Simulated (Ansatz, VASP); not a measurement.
## One calculation of Nb, two programs

File INCAR:

```
  ALGO = Fast
  EDIFF = 1E-7
  EDIFFG = -0.04
  ENCUT = 600
  GGA = PE
  IBRION = 2
  ISIF = 3
  ISMEAR = 0
  LASPH = True
  LCHARG = False
  LREAL = False
  LWAVE = False
  NELM = 80
  NSW = 90
  PREC = Accurate
  SIGMA = 0.1
```

Contents of KPOINTS:

```
k-points
0
Gamma
  8 8 8
```

File POSCAR:

```
Nb
1.0
   -1.6549014577      1.6549014577      1.6549014577
    1.6549014577     -1.6549014577      1.6549014577
    1.6549014577      1.6549014577     -1.6549014577
Nb
1
Direct
    0.0000000000      0.0000000000      0.0000000000
```

Input for Ansatz:

```yaml
crystal:
  lattice:
    - [-1.6549014577, 1.6549014577, 1.6549014577]
    - [1.6549014577, -1.6549014577, 1.6549014577]
    - [1.6549014577, 1.6549014577, -1.6549014577]
  atoms:
    - { symbol: Nb, position: [0.0, 0.0, 0.0] }
basis:
  ecutwfc: 420
kpoints:
  mp_grid: { grid: [8, 8, 8] }
hamiltonian:
  xc: pbe
scf:
  occupations: { method: gaussian, width: 0.1 }
  lower_state_search: "off"
output:
  forces: true
  stress: true
  eigenvalues: true
relax:
  adjacent_minimum: "off"
  f_tol: 0.04
  max_steps: 70
  cell: { stress_tol: 0.4 }
```

Alike in both runs: task relaxation of cell and atoms; functional PBE; k mesh 8 × 8 × 8; occupations gaussian, width 0.1 eV; no spin polarisation.

|  | VASP | Ansatz |
| --- | --- | --- |
| version | VASP 6.6.1 | Ansatz 0.2.0 |
| potentials or method | VASP PAW PBE potentials, release 64 (Nb_sv), cutoff 600 eV | scalar-relativistic, plane waves, PAW |
| valence electrons in the cell | 13 | 13 |

```csv
,VASP,Ansatz,Ansatz less VASP
"gap on the k mesh at the Fermi level, each at its own relaxed structure (eV)",none,none,-
relaxed volume (Å³/atom),18.13,18.18,+0.053
relaxed cell length with the largest relative difference (Å),2.866,2.869,+0.0028
```

A gap of «none» marks a metal or a gap that the smearing closes.

Noted on VASP's run: the relaxation stopped at its first step, so nothing moved.
